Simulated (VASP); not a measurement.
# TiTe2 (db.b) (P-3m1) in VASP: single point with PBE+D3(BJ)

Aim: the single point of TiTe2 (db.b) with PBE+D3(BJ).

Everything below comes from runs of VASP 6.6.1. Logs are shortened: lines on timing, memory, paths and dates and some standing lists are left out, and cuts for length are marked.

## (1) The cell of the first run

The structure is trigonal, space group P-3m1 (No. 164). Conventional cell: a = 3.777 Å, b = 3.777 Å, c = 6.498 Å, α = 90.00°, β = 90.00°, γ = 120.00°. Within 3.7 Å of Ti (site symmetry -3m) lie 6 Te at 2.77 Å. Te (site symmetry 3m) has 3 Ti at 2.77 Å within 3.7 Å.

## (2) Single point, PBE+D3(BJ)

File INCAR:

```
SYSTEM = TiTe2
  PREC = Accurate
  ENCUT = 520
  EDIFF = 1E-6
  ISMEAR = 0
  SIGMA = 0.1
  LREAL = .False.
  LASPH = .True.
  NELM = 100
  ALGO = Normal
  ISIF = 2
  LWAVE = .False.
  LCHARG = .False.
  GGA = PE
  IVDW = 12
  NBANDS = 19
```

File KPOINTS:

```
Automatic mesh
0
Gamma
  15 15 8
  0 0 0
```

File POSCAR:

```
TiTe2
1.0
    3.7770000000      0.0000000000      0.0000000000
   -1.8885000000      3.2709779501      0.0000000000
    0.0000000000      0.0000000000      6.4980000000
Ti Te
1 2
Direct
    0.0000000000      0.0000000000      0.0000000000
    0.6666666667      0.3333333333      0.2633478866
    0.3333333333      0.6666666667      0.7366521134
```

Potentials or basis: VASP PAW PBE potentials, release 64 (Ti_sv, Te).

Started as:

```sh
$ cat potpaw_PBE.64/Ti_sv/POTCAR potpaw_PBE.64/Te/POTCAR > POTCAR
$ mpirun -np 1 vasp_std > vasp.out
```

OUTCAR:

```text
SYSTEM = TiTe2
   PREC = Accurate
   ENCUT = 520
   EDIFF = 1E-6
   ISMEAR = 0
   LREAL = .False.
   LASPH = .True.
   NELM = 100
   ISIF = 2
   GGA = PE
   IVDW = 12
 IVDW          = 12

 ion  position               nearest neighbor table
   1  0.000  0.000  0.000-   2 2.77   3 2.77   2 2.77   3 2.77   2 2.77   3 2.77
   2  0.667  0.333  0.263-   1 2.77   1 2.77   1 2.77
   3  0.333  0.667  0.737-   1 2.77   1 2.77   1 2.77

  LATTYP: Found a hexagonal cell.
 ALAT       =     3.7770000000
 C/A-ratio  =     1.7204130262

  Lattice vectors:

 A1 = (   3.7770000000,   0.0000000000,   0.0000000000)
 A2 = (  -1.8885000000,   3.2709779501,   0.0000000000)
 A3 = (   0.0000000000,   0.0000000000,   6.4980000000)

Analysis of symmetry for initial positions (statically):
=====================================================================
 Subroutine PRICEL returns:
 Original cell was already a primitive cell.

 Routine SETGRP: Setting up the symmetry group for a
 hexagonal supercell.

 Subroutine GETGRP returns: Found 12 space group operations
 (whereof 12 operations were pure point group operations)
 out of a pool of 24 trial point group operations.

The static configuration has the point symmetry D_3d.

Analysis of symmetry for dynamics (positions and initial velocities):
=====================================================================
 Subroutine PRICEL returns:
 Original cell was already a primitive cell.

 Routine SETGRP: Setting up the symmetry group for a
 hexagonal supercell.

 Subroutine GETGRP returns: Found 12 space group operations
 (whereof 12 operations were pure point group operations)
 out of a pool of 24 trial point group operations.

The dynamic configuration has the point symmetry D_3d.

 Subroutine INISYM returns: Found 12 space group operations
 (whereof 12 operations are pure point group operations),
 and found     1 'primitive' translations

----------------------------------------------------------------------------------------

                                     Primitive cell

  volume of cell :      80.2794

  direct lattice vectors                    reciprocal lattice vectors
     3.777000000  0.000000000  0.000000000     0.264760392  0.152859484  0.000000000
    -1.888500000  3.270977950  0.000000000     0.000000000  0.305718967  0.000000000
     0.000000000  0.000000000  6.498000000     0.000000000  0.000000000  0.153893506

  length of vectors
     3.777000000  3.777000000  6.498000000     0.305718967  0.305718967  0.153893506

  position of ions in fractional coordinates (direct lattice)
     0.000000000  0.000000000  0.000000000
     0.666666667  0.333333333  0.263347887
     0.333333333  0.666666667  0.736652113

  ion indices of the primitive-cell ions
   primitive index   ion index
                 1           1
                 2           2
                 3           3

----------------------------------------------------------------------------------------

 KPOINTS: Automatic mesh

Automatic generation of k-mesh.
 Grid dimensions read from file:
 generate k-points for:   15   15    8

 Generating k-lattice:

  Cartesian coordinates                     Fractional coordinates (reciprocal lattice)
     0.017650693  0.010190632  0.000000000     0.066666667 -0.000000000  0.000000000
     0.000000000  0.020381264  0.000000000     0.000000000  0.066666667  0.000000000
     0.000000000  0.000000000  0.019236688     0.000000000  0.000000000  0.125000000

  Length of vectors
     0.020381264  0.020381264  0.019236688

  Shift w.r.t. Gamma in fractional coordinates (k-lattice)
     0.000000000  0.000000000  0.000000000

 Subroutine IBZKPT returns following result:
 ===========================================

 Found    192 irreducible k-points:

 Following reciprocal coordinates:
            Coordinates               Weight
  0.000000  0.000000  0.000000      1.000000
  0.066667  0.000000  0.000000      6.000000
  0.133333 -0.000000  0.000000      6.000000
  0.200000  0.000000  0.000000      6.000000
  0.266667 -0.000000  0.000000      6.000000
  0.333333 -0.000000  0.000000      6.000000
[... 16 lines left out ...]
  0.333333  0.200000  0.000000     12.000000
  0.400000  0.200000  0.000000      6.000000
 [... further k-points ...]
   k-points           NKPTS =    192   k-points in BZ     NKDIM =    192   number of bands    NBANDS=     19
   number of dos      NEDOS =    301   number of ions     NIONS =      3
   total plane-waves  NPLWV =  37632
   dimension x,y,z NGX =    28 NGY =   28 NGZ =   48
   dimension x,y,z NGXF=    56 NGYF=   56 NGZF=   96
   ions per type =               1   2
   NGX,Y,Z   is equivalent  to a cutoff of  12.32, 12.32, 12.28 a.u.
   NGXF,Y,Z  is equivalent  to a cutoff of  24.65, 24.65, 24.56 a.u.
 SYSTEM =  TiTe2
   PREC   = accura    normal or accurate (medium, high low for compatibility)
   ISTART =      0    job   : 0-new  1-cont  2-samecut
   ICHARG =      2    charge: 1-file 2-atom 10-const
   ISPIN  =      1    spin polarized calculation?
   LNONCOLLINEAR =      F non collinear calculations
   LSORBIT =      F    spin-orbit coupling
   LASPH  =      T    aspherical Exc in radial PAW
   ENCUT  =  520.0 eV  38.22 Ry    6.18 a.u.   7.02  7.02 12.08*2*pi/ulx,y,z
   NELM   =    100;   NELMIN=  2; NELMDL= -5     # of ELM steps
   EDIFF  = 0.1E-05   stopping-criterion for ELM
   LREAL  =      F    real-space projection
   EDIFFG = 0.1E-04   stopping-criterion for IOM
   NSW    =      0    number of steps for IOM
   IBRION =     -1    ionic relax: 0-MD 1-quasi-New 2-CG
   NFREE  =      0    steps in history (QN), initial steepest desc. (CG)
   ISIF   =      2    stress and relaxation
   ISYM   =      2    0-nonsym 1-usesym 2-fastsym
   POTIM  = 0.5000    time-step for ionic-motion
   TEBEG  =    0.0;   TEEND  =   0.0 temperature during run
   PSTRESS=    0.0 pullay stress
   NELECT =      24.0000    total number of electrons
   NUPDOWN=      -1.0000    fix difference up-down
   EMIN   =  10.00;   EMAX   =-10.00  energy-range for DOS
   EFERMI =   0.00;   METHOD = LEGACY
   ISMEAR =     0;   SIGMA  =   0.10  broadening in eV -4-tet -1-fermi 0-gaus
   EFERMI_NEDOS =   21; number of points for ismear=-14 and -15
   IALGO  =     38    algorithm
   IMIX   =      4    mixing-type and parameters
     AMIX     =   0.40;   BMIX     =  1.00
     AMIX_MAG =   1.60;   BMIX_MAG =  1.00
  volume/ion in A,a.u.               =      26.76       180.58
  Fermi-wavevector in a.u.,A,eV,Ry     =   1.094655  2.068597 16.303438  1.198269
  Thomas-Fermi vector in A             =   2.230964
   LORBIT       =      0    0 simple, 1 ext, 2 COOP (PROOUT), +10 PAW based schemes
   GGA     = PE    functional components
   LHFCALC =     F    Hartree Fock is set to
   AEXX    =    0.0000 exact exchange contribution
   IVDW    =    12    specifies the selected vdW correction
   LEPSILON=     F    determine dielectric tensor
   LRPA    =     F    only Hartree local field effects (RPA)
 non-spin polarized calculation
 Gauss-broadening in eV      SIGMA  =   0.10
  energy-cutoff  :      520.00
  volume of cell :       80.28
 maximum number of plane-waves:      2184
   NGX = 13   NGY = 13   NGZ = 25

 number of electron      23.9999998 magnetization

 Free energy of the ion-electron system (eV)
  ---------------------------------------------------
  ext. energy  EPLUGINS =         0.00000000
  ---------------------------------------------------
  free energy    TOTEN  =       -16.20616821 eV

  energy without entropy =      -16.19886292  energy(sigma->0) =      -16.20251556

 E-fermi :   6.8500     XC(G=0):  -9.8624

 val. band max:        6.8469547902   @ k =   0.0667   0.0000   0.1250
 cond. band min:       6.8594676418   @ k =   0.3333  -0.0000   0.5000
 fundamental gap:      0.0125128517
 Fermi energy:         6.8499657930

 k-point     1 :       0.0000    0.0000    0.0000
  band No.  band energies     occupation
      1     -50.6636      2.00000
      2     -26.9220      2.00000
      3     -26.9220      2.00000
      4     -26.8780      2.00000
      5      -5.5796      2.00000
      6      -4.0770      2.00000
[... 11 lines left out ...]
     18      11.9262      0.00000
     19      12.7481      0.00000

 k-point     2 :       0.0667    0.0000    0.0000
  band No.  band energies     occupation
      1     -50.6635      2.00000
      2     -26.9239      2.00000
      3     -26.9225      2.00000
      4     -26.8776      2.00000
      5      -5.5303      2.00000
      6      -4.0514      2.00000
[... 11 lines left out ...]
     18      12.3120      0.00000
     19      13.0200      0.00000

 k-point     3 :       0.1333   -0.0000    0.0000
  band No.  band energies     occupation
      1     -50.6631      2.00000
      2     -26.9290      2.00000
      3     -26.9236      2.00000
      4     -26.8764      2.00000
      5      -5.3849      2.00000
      6      -3.9779      2.00000
[... 11 lines left out ...]
     18      12.8687      0.00000
     19      13.5656      0.00000

 k-point     4 :       0.2000    0.0000    0.0000
  band No.  band energies     occupation
      1     -50.6626      2.00000
      2     -26.9365      2.00000
      3     -26.9254      2.00000
      4     -26.8747      2.00000
      5      -5.1519      2.00000
      6      -3.8672      2.00000
[... 11 lines left out ...]
     18      12.8082      0.00000
     19      13.7337      0.00000

 k-point     5 :       0.2667   -0.0000    0.0000
  band No.  band energies     occupation
      1     -50.6619      2.00000
      2     -26.9450      2.00000
      3     -26.9273      2.00000
      4     -26.8727      2.00000
      5      -4.8476      2.00000
      6      -3.7392      2.00000
[... 11 lines left out ...]
     18      12.4996      0.00000
     19      13.1942      0.00000

 k-point     6 :       0.3333   -0.0000    0.0000
  band No.  band energies     occupation
      1     -50.6614      2.00000
      2     -26.9532      2.00000
      3     -26.9292      2.00000
      4     -26.8708      2.00000
      5      -4.4995      2.00000
      6      -3.6258      2.00000
[... 11 lines left out ...]
     18      12.3274      0.00000
     19      12.6958      0.00000

 k-point     7 :       0.4000    0.0000    0.0000
  band No.  band energies     occupation
      1     -50.6609      2.00000
      2     -26.9596      2.00000
      3     -26.9307      2.00000
      4     -26.8693      2.00000
      5      -4.1519      2.00000
      6      -3.5698      2.00000
[... 11 lines left out ...]
     18      12.3050      0.00000
     19      12.4389      0.00000

 k-point     8 :       0.4667    0.0000    0.0000
  band No.  band energies     occupation
      1     -50.6606      2.00000
      2     -26.9631      2.00000
      3     -26.9315      2.00000
      4     -26.8685      2.00000
      5      -3.8764      2.00000
      6      -3.6038      2.00000
[... 256 lines left out ...]
 k-point    20 :       0.4000    0.1333    0.0000
  band No.  band energies     occupation
      1     -50.6605      2.00000
      2     -26.9609      2.00000
      3     -26.9358      2.00000
      4     -26.8681      2.00000
      5      -3.8094      2.00000
      6      -3.5575      2.00000
[... 11 lines left out ...]
     18      11.8616      0.00000
     19      13.3157      0.00000

 k-point    21 :       0.2000    0.2000    0.0000
  band No.  band energies     occupation
      1     -50.6612      2.00000
      2     -26.9514      2.00000
      3     -26.9335      2.00000
      4     -26.8703      2.00000
      5      -4.4248      2.00000
      6      -3.5861      2.00000
[... 11 lines left out ...]
     18      12.2192      0.00000
     19      13.9856      0.00000

 k-point    22 :       0.2667    0.2000    0.0000
  band No.  band energies     occupation
      1     -50.6608      2.00000
      2     -26.9552      2.00000
      3     -26.9371      2.00000
      4     -26.8689      2.00000
      5      -4.1112      2.00000
      6      -3.5119      2.00000
[... 11 lines left out ...]
     18      11.6486      0.00000
     19      14.1661      0.00000

 k-point    23 :       0.3333    0.2000    0.0000
  band No.  band energies     occupation
      1     -50.6605      2.00000
      2     -26.9577      2.00000
      3     -26.9397      2.00000
      4     -26.8680      2.00000
      5      -3.8356      2.00000
      6      -3.4982      2.00000
[... 11 lines left out ...]
     18      11.3465      0.00000
     19      14.2074      0.00000

 k-point    24 :       0.4000    0.2000    0.0000
  band No.  band energies     occupation
      1     -50.6604      2.00000
      2     -26.9585      2.00000
      3     -26.9406      2.00000
      4     -26.8676      2.00000
      5      -3.6917      2.00000
      6      -3.5335      2.00000
[... 11 lines left out ...]
     18      11.2574      0.00000
     19      14.2342      0.00000

 [... further k-points ...]

------------------------ aborting loop because EDIFF is reached ----------------------------------------

 Edisp (eV)   -1.47479

 E8    (eV) :    -0.6840

  FORCE on cell =-STRESS in cart. coord.  units (eV):
  Direction    XX          YY          ZZ          XY          YZ          ZX
  --------------------------------------------------------------------------------------
  -------------------------------------------------------------------------------------
  Total      -1.23406    -1.23406    -0.79261    -0.00000    -0.00000     0.00000
  in kB     -24.62884   -24.62884   -15.81852    -0.00000    -0.00000     0.00000
  external pressure =      -21.69 kB  Pullay stress =        0.00 kB

 VOLUME and BASIS-vectors are now :
 -----------------------------------------------------------------------------
  energy-cutoff  :      520.00
  volume of cell :       80.28
      direct lattice vectors                 reciprocal lattice vectors
     3.777000000  0.000000000  0.000000000     0.264760392  0.152859484  0.000000000
    -1.888500000  3.270977950  0.000000000     0.000000000  0.305718967  0.000000000
     0.000000000  0.000000000  6.498000000     0.000000000  0.000000000  0.153893506

 POSITION                                       TOTAL-FORCE (eV/Angst)
 -----------------------------------------------------------------------------------
      0.00000      0.00000      0.00000         0.000000      0.000000      0.000000
      1.88850      1.09033      1.71123        -0.000000     -0.000000      0.009718
     -0.00000      2.18065      4.78677         0.000000      0.000000     -0.009718
 -----------------------------------------------------------------------------------
    total drift:                               -0.000000      0.000000     -0.000000

  FREE ENERGIE OF THE ION-ELECTRON SYSTEM (eV)
  ---------------------------------------------------
  free  energy   TOTEN  =       -17.6809587126 eV

  energy  without entropy=      -17.6736534207  energy(sigma->0) =      -17.67730607
```

It took 3.1 min on 1 thread of Intel Xeon Platinum 8375C at 2.90GHz (Ice Lake), shared host; peak memory 0.41 GiB.

Results:

- Free energy: -17.6810 eV
- Pressure: -2.2 GPa
- Largest force: 0.010 eV/Å
- Band gap on the k mesh: zero (band 12 reaches 7.22 eV, above the bottom of band 13 at 6.57 eV)
- Dispersion energy per atom: -0.492 eV

Forces in eV/Å, atoms in the order of the input:
```
Ti   0.000  0.000  0.000
Te   0.000  0.000  0.010
Te   0.000  0.000 -0.010
```

Stress tensor (GPa, compression positive):
```
-2.46  0.00  0.00
 0.00 -2.46  0.00
 0.00  0.00 -1.58
```

Caveat: spin-orbit coupling is left out, which moves the levels of the heavy elements.
